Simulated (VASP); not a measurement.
# MgO (Fm-3m) in VASP: a series of runs

The runs below take MgO through single point, relaxation of cell and atoms, with PBE, revPBE+D4.

All numbers are computed with VASP 6.6.1; they aren't measurements. Logs are shortened: lines on timing, memory, paths and dates and some standing lists are left out, and cuts for length are marked.

## 1. The cell of the first run

Symmetry: Fm-3m, No. 225, cubic system. The conventional cell has a = 4.194 Å, b = 4.194 Å, c = 4.194 Å, α = 90.00°, β = 90.00°, γ = 90.00°. Mg (site symmetry m-3m) has 6 O at 2.10 Å within 2.8 Å. Within 2.8 Å of O (site symmetry m-3m) lie 6 Mg at 2.10 Å.

## 2. Single point, PBE

INCAR reads:

```
SYSTEM = MgO
ALGO = Normal ; EDIFF = 1E-7
ENCUT = 520 ; GGA = PE
ISIF = 2 ; ISMEAR = 0
LASPH = .True. ; LCHARG = .False.
LREAL = .False. ; LWAVE = .False.
NBANDS = 11 ; NELM = 100
PREC = Accurate ; SIGMA = 0.027000000000000003
```

KPOINTS reads:

```
k-points
0
Gamma
  11 11 11
  0 0 0
```

POSCAR reads:

```
MgO
1.0
    0.0000000000      2.0970013927      2.0970013927
    2.0970013927      0.0000000000      2.0970013927
    2.0970013927      2.0970013927      0.0000000000
Mg O
1 1
Direct
    0.0000000000      0.0000000000      0.0000000000
    0.5000000000      0.5000000000      0.5000000000
```

Potentials or basis: VASP PAW PBE potentials, release 64 (Mg, O).

Started as:

```console
$ cat potpaw_PBE.64/Mg/POTCAR potpaw_PBE.64/O/POTCAR > POTCAR
$ mpirun -np 1 vasp_std > vasp.out
```

OUTCAR:

```text
SYSTEM = MgO
   EDIFF = 1E-7
   ENCUT = 520
   GGA = PE
   ISIF = 2
   ISMEAR = 0
   LASPH = .True.
   LREAL = .False.
   NELM = 100
   PREC = Accurate

 ion  position               nearest neighbor table
   1  0.000  0.000  0.000-   2 2.10   2 2.10   2 2.10   2 2.10   2 2.10   2 2.10
   2  0.500  0.500  0.500-   1 2.10   1 2.10   1 2.10   1 2.10   1 2.10   1 2.10

  LATTYP: Found a face centered cubic cell.
 ALAT       =     4.1940027854

  Lattice vectors:

 A1 = (   0.0000000000,   2.0970013927,   2.0970013927)
 A2 = (   2.0970013927,   0.0000000000,   2.0970013927)
 A3 = (   2.0970013927,   2.0970013927,   0.0000000000)

Analysis of symmetry for initial positions (statically):
=====================================================================
 Subroutine PRICEL returns:
 Original cell was already a primitive cell.

 Routine SETGRP: Setting up the symmetry group for a
 face centered cubic supercell.

 Subroutine GETGRP returns: Found 48 space group operations
 (whereof 48 operations were pure point group operations)
 out of a pool of 48 trial point group operations.

The static configuration has the point symmetry O_h .

Analysis of symmetry for dynamics (positions and initial velocities):
=====================================================================
 Subroutine PRICEL returns:
 Original cell was already a primitive cell.

 Routine SETGRP: Setting up the symmetry group for a
 face centered cubic supercell.

 Subroutine GETGRP returns: Found 48 space group operations
 (whereof 48 operations were pure point group operations)
 out of a pool of 48 trial point group operations.

The dynamic configuration has the point symmetry O_h .

 Subroutine INISYM returns: Found 48 space group operations
 (whereof 48 operations are pure point group operations),
 and found     1 'primitive' translations

----------------------------------------------------------------------------------------

                                     Primitive cell

  volume of cell :      18.4428

  direct lattice vectors                    reciprocal lattice vectors
     0.000000000  2.097001393  2.097001393    -0.238435702  0.238435702  0.238435702
     2.097001393  0.000000000  2.097001393     0.238435702 -0.238435702  0.238435702
     2.097001393  2.097001393  0.000000000     0.238435702  0.238435702 -0.238435702

  length of vectors
     2.965607810  2.965607810  2.965607810     0.412982751  0.412982751  0.412982751

  position of ions in fractional coordinates (direct lattice)
     0.000000000  0.000000000  0.000000000
     0.500000000  0.500000000  0.500000000

  ion indices of the primitive-cell ions
   primitive index   ion index
                 1           1
                 2           2

----------------------------------------------------------------------------------------

 KPOINTS: k-points

Automatic generation of k-mesh.
 Grid dimensions read from file:
 generate k-points for:   11   11   11

 Generating k-lattice:

  Cartesian coordinates                     Fractional coordinates (reciprocal lattice)
    -0.021675973  0.021675973  0.021675973     0.090909091  0.000000000  0.000000000
     0.021675973 -0.021675973  0.021675973     0.000000000  0.090909091  0.000000000
     0.021675973  0.021675973 -0.021675973     0.000000000  0.000000000  0.090909091

  Length of vectors
     0.037543886  0.037543886  0.037543886

  Shift w.r.t. Gamma in fractional coordinates (k-lattice)
     0.000000000  0.000000000  0.000000000

 Subroutine IBZKPT returns following result:
 ===========================================

 Found     56 irreducible k-points:

 Following reciprocal coordinates:
            Coordinates               Weight
  0.000000  0.000000  0.000000      1.000000
  0.090909  0.000000  0.000000      8.000000
  0.181818  0.000000  0.000000      8.000000
  0.272727  0.000000  0.000000      8.000000
  0.363636  0.000000  0.000000      8.000000
  0.454545  0.000000  0.000000      8.000000
[... 16 lines left out ...]
 -0.272727  0.181818  0.000000     24.000000
 -0.181818  0.181818  0.000000     12.000000
 [... further k-points ...]
   k-points           NKPTS =     56   k-points in BZ     NKDIM =     56   number of bands    NBANDS=     11
   number of dos      NEDOS =    301   number of ions     NIONS =      2
   total plane-waves  NPLWV =  13824
   dimension x,y,z NGX =    24 NGY =   24 NGZ =   24
   dimension x,y,z NGXF=    48 NGYF=   48 NGZF=   48
   ions per type =               1   1
   NGX,Y,Z   is equivalent  to a cutoff of  13.45, 13.45, 13.45 a.u.
   NGXF,Y,Z  is equivalent  to a cutoff of  26.91, 26.91, 26.91 a.u.
 SYSTEM =  MgO
   PREC   = accura    normal or accurate (medium, high low for compatibility)
   ISTART =      0    job   : 0-new  1-cont  2-samecut
   ICHARG =      2    charge: 1-file 2-atom 10-const
   ISPIN  =      1    spin polarized calculation?
   LNONCOLLINEAR =      F non collinear calculations
   LSORBIT =      F    spin-orbit coupling
   LASPH  =      T    aspherical Exc in radial PAW
   ENCUT  =  520.0 eV  38.22 Ry    6.18 a.u.   5.51  5.51  5.51*2*pi/ulx,y,z
   NELM   =    100;   NELMIN=  2; NELMDL= -5     # of ELM steps
   EDIFF  = 0.1E-06   stopping-criterion for ELM
   LREAL  =      F    real-space projection
   EDIFFG = 0.1E-05   stopping-criterion for IOM
   NSW    =      0    number of steps for IOM
   IBRION =     -1    ionic relax: 0-MD 1-quasi-New 2-CG
   NFREE  =      0    steps in history (QN), initial steepest desc. (CG)
   ISIF   =      2    stress and relaxation
   ISYM   =      2    0-nonsym 1-usesym 2-fastsym
   POTIM  = 0.5000    time-step for ionic-motion
   TEBEG  =    0.0;   TEEND  =   0.0 temperature during run
   PSTRESS=    0.0 pullay stress
   NELECT =       8.0000    total number of electrons
   NUPDOWN=      -1.0000    fix difference up-down
   EMIN   =  10.00;   EMAX   =-10.00  energy-range for DOS
   EFERMI =   0.00;   METHOD = LEGACY
   ISMEAR =     0;   SIGMA  =   0.03  broadening in eV -4-tet -1-fermi 0-gaus
   EFERMI_NEDOS =   21; number of points for ismear=-14 and -15
   IALGO  =     38    algorithm
   IMIX   =      4    mixing-type and parameters
     AMIX     =   0.40;   BMIX     =  1.00
     AMIX_MAG =   1.60;   BMIX_MAG =  1.00
  volume/ion in A,a.u.               =       9.22        62.23
  Fermi-wavevector in a.u.,A,eV,Ry     =   1.239261  2.341864 20.895389  1.535768
  Thomas-Fermi vector in A             =   2.373752
   LORBIT       =      0    0 simple, 1 ext, 2 COOP (PROOUT), +10 PAW based schemes
   GGA     = PE    functional components
   LHFCALC =     F    Hartree Fock is set to
   AEXX    =    0.0000 exact exchange contribution
   IVDW    =     0    specifies the selected vdW correction
   LEPSILON=     F    determine dielectric tensor
   LRPA    =     F    only Hartree local field effects (RPA)
 non-spin polarized calculation
 Gauss-broadening in eV      SIGMA  =   0.03
  energy-cutoff  :      520.00
  volume of cell :       18.44
 maximum number of plane-waves:       531
 NGX is ok and might be reduce to    24
   NGX = 11   NGY = 11   NGZ = 11

 number of electron       8.0000004 magnetization

 Free energy of the ion-electron system (eV)
  ---------------------------------------------------
  ext. energy  EPLUGINS =         0.00000000
  ---------------------------------------------------
  free energy    TOTEN  =       -11.89769123 eV

  energy without entropy =      -11.89769123  energy(sigma->0) =      -11.89769123

 E-fermi :   3.4351     XC(G=0): -11.1399

 val. band max:        3.2843121667   @ k =   0.0000   0.0000   0.0000
 cond. band min:       8.1372994217   @ k =   0.0000   0.0000   0.0000
 fundamental gap:      4.8529872550
 Fermi energy:         3.4350630200

 k-point     1 :       0.0000    0.0000    0.0000
  band No.  band energies     occupation
      1     -14.0458      2.00000
      2       3.2843      2.00000
      3       3.2843      2.00000
      4       3.2843      2.00000
      5       8.1373      0.00000
      6      19.1572      0.00000
      7      19.1572      0.00000
      8      19.1572      0.00000
      9      23.1080      0.00000
     10      24.8974      0.00000
     11      24.8974      0.00000

 k-point     2 :       0.0909    0.0000    0.0000
  band No.  band energies     occupation
      1     -13.9561      2.00000
      2       2.7318      2.00000
      3       3.2268      2.00000
      4       3.2268      2.00000
      5       8.6682      0.00000
      6      18.0633      0.00000
      7      19.3621      0.00000
      8      19.3621      0.00000
      9      24.2781      0.00000
     10      24.2781      0.00000
     11      24.5764      0.00000

 k-point     3 :       0.1818    0.0000    0.0000
  band No.  band energies     occupation
      1     -13.7052      2.00000
      2       1.5529      2.00000
      3       3.0768      2.00000
      4       3.0768      2.00000
      5       9.7432      0.00000
      6      16.6179      0.00000
      7      19.8202      0.00000
      8      19.8202      0.00000
      9      23.5596      0.00000
     10      23.5596      0.00000
     11      25.7901      0.00000
[... 267 lines left out ...]
 k-point    23 :      -0.2727    0.1818    0.0000
  band No.  band energies     occupation
      1     -12.9286      2.00000
      2      -0.2586      2.00000
      3       1.7105      2.00000
      4       2.7119      2.00000
      5      12.2957      0.00000
      6      15.2667      0.00000
      7      18.0880      0.00000
      8      20.8219      0.00000
      9      22.9725      0.00000
     10      24.8106      0.00000
     11      28.2219      0.00000

 k-point    24 :      -0.1818    0.1818    0.0000
  band No.  band energies     occupation
      1     -13.2443      2.00000
      2       0.4002      2.00000
      3       2.1551      2.00000
      4       2.9023      2.00000
      5      11.4461      0.00000
      6      15.4012      0.00000
      7      18.9006      0.00000
      8      21.3903      0.00000
      9      21.4227      0.00000
     10      24.6943      0.00000
     11      28.0453      0.00000

 [... further k-points ...]

------------------------ aborting loop because EDIFF is reached ----------------------------------------

  FORCE on cell =-STRESS in cart. coord.  units (eV):
  Direction    XX          YY          ZZ          XY          YZ          ZX
  --------------------------------------------------------------------------------------
  -------------------------------------------------------------------------------------
  Total        0.7127079      0.7127079      0.7127079     -0.0000000     -0.0000000     -0.0000000
  in kB       61.9150221     61.9150221     61.9150221     -0.0000000     -0.0000000     -0.0000000
  external PRESSURE =      61.9150221 kB  Pullay stress =       0.0000000 kB

 VOLUME and BASIS-vectors are now :
 -----------------------------------------------------------------------------
  energy-cutoff  :      520.00
  volume of cell :       18.44
      direct lattice vectors                 reciprocal lattice vectors
     0.000000000  2.097001393  2.097001393    -0.238435702  0.238435702  0.238435702
     2.097001393  0.000000000  2.097001393     0.238435702 -0.238435702  0.238435702
     2.097001393  2.097001393  0.000000000     0.238435702  0.238435702 -0.238435702

 POSITION                                       TOTAL-FORCE (eV/Angst)
 -----------------------------------------------------------------------------------
      0.00000      0.00000      0.00000         0.000000      0.000000     -0.000000
      2.09700      2.09700      2.09700        -0.000000     -0.000000      0.000000
 -----------------------------------------------------------------------------------
    total drift:                               -0.000000     -0.000000      0.000000

  FREE ENERGIE OF THE ION-ELECTRON SYSTEM (eV)
  ---------------------------------------------------
  free  energy   TOTEN  =       -11.8976912287 eV

  energy  without entropy=      -11.8976912287  energy(sigma->0) =      -11.89769123
```

Run time: 7 s. Hardware: 1 thread of Intel Xeon 6975P-C (Granite Rapids), shared host; peak memory 0.14 GiB.

What came out:

- Free energy: -11.8977 eV
- Pressure: 6.2 GPa
- Band gap on the k mesh: 4.85 eV, direct

## 3. Single point, PBE

INCAR reads:

```
  ALGO = Normal
  EDIFF = 1E-7
  ENCUT = 520
  GGA = PE
  ISIF = 2
  ISMEAR = 0
  LASPH = True
  LCHARG = False
  LREAL = False
  LWAVE = False
  NBANDS = 11
  NELM = 100
  PREC = Accurate
  SIGMA = 0.028000000000000004
```

KPOINTS reads:

```
k-points
0
Gamma
  11 11 11
```

POSCAR is that of step 2.

Potentials or basis: VASP PAW PBE potentials, release 64 (Mg, O).

Started as:

```console
$ cat potpaw_PBE.64/Mg/POTCAR potpaw_PBE.64/O/POTCAR > POTCAR
$ mpirun -np 1 vasp_std > vasp.out
```

Wall time 5.6 s (1 thread of Intel Xeon 6975P-C (Granite Rapids), shared host); peak memory 0.14 GiB.

It converged, with:

```yaml
Free_energy: -11.8977 eV
Pressure: 6.2 GPa
Band_gap_on_the_k_mesh: 4.85 eV, direct
```

Levels at points of the mesh, in eV from the valence-band top:
```csv
k point,band 1,band 2,band 3,band 4,band 5,band 6,band 7,band 8,band 9
"(0.00, 0.00, 0.00)",-17.33,0.00,0.00,0.00,4.85,15.87,15.87,15.87,19.82
```

## 4. Relaxation of cell and atoms, revPBE+D4

INCAR reads:

```
SYSTEM = MgO
  ALGO = Normal
  EDIFF = 1E-6
  EDIFFG = -0.01
  ENCUT = 600
  GGA = RE
  IBRION = 2
  ISIF = 3
  ISMEAR = -1
  IVDW = 13
  LASPH = .True.
  LCHARG = .False.
  LREAL = .False.
  LWAVE = .False.
  NELM = 80
  NSW = 60
  PREC = Accurate
  SIGMA = 0.05
```

KPOINTS reads:

```
k-points
0
Gamma
  11 11 11
  0 0 0
```

POSCAR is that of step 3.

Started as:

```console
$ cat potpaw_PBE.64/Mg/POTCAR potpaw_PBE.64/O/POTCAR > POTCAR
$ mpirun -np 1 vasp_std > vasp.out
```

Wall time 9.1 s (1 thread of Intel Xeon 6975P-C (Granite Rapids), shared host); peak memory 0.15 GiB.

It converged, with:

```
Free energy                            : -11.9741 eV
Relaxed volume                         : 9.36 Å³/atom
Relaxed cell                           : a = 2.980 Å, b = 2.980 Å, c = 2.980 Å, α = 60.00°, β = 60.00°, γ = 60.00°
Space group after relaxing (to 0.05 Å) : Fm-3m (No. 225)
Energy gained by relaxing              : 1.0 meV/atom
Ionic steps                            : 3
Pressure after relaxing                : 0.0 GPa
Band gap on the k mesh                 : 4.79 eV, direct
Dispersion energy per atom             : -0.332 eV
```

The path:
```csv
step,energy change (eV),largest force (eV/Å),pressure (GPa),volume (Å³)
1,0.0000,0.0000,2.34,18.44
2,-0.0018,0.0000,-0.69,18.80
3,-0.0020,0.0000,0.00,18.72
```

Final structure:
```
CELL_PARAMETERS angstrom
0.00000 2.10740 2.10740
2.10740 0.00000 2.10740
2.10740 2.10740 0.00000
ATOMIC_POSITIONS crystal
Mg 0.00000 0.00000 0.00000
O 0.50000 0.50000 0.50000
```

Levels at points of the mesh, in eV from the valence-band top:
```csv
k point,band 2,band 3,band 4,band 5,band 6,band 7
"(0.00, 0.00, 0.00)",0.00,0.00,0.00,4.79,15.89,15.89
```

Caveat: the PAW data sets were made with another functional, which shifts forces and pressure a little. Expect the measured gap to be larger: semilocal functionals such as revPBE lack the derivative discontinuity.

## 5. Summary

```tsv
task	level	cell	cutoff (eV)	smearing	gap on the mesh (eV)	pressure (GPa)
single point	PBE	as given	520	gaussian 0.027 eV	4.85	6.2
single point	PBE	as given	520	gaussian 0.028 eV	4.85	6.2
relaxation of cell and atoms	revPBE+D4	relaxed	600	fermi-dirac 0.05 eV	4.79	0.0
```

Alike in all rows: potentials or basis VASP PAW PBE potentials, release 64 (Mg, O); no spin polarisation; k mesh 11 × 11 × 11.

Caveats: the PAW data sets were made with another functional, which shifts forces and pressure a little (some runs).

Absolute energies hang on the potentials; compare differences alone.
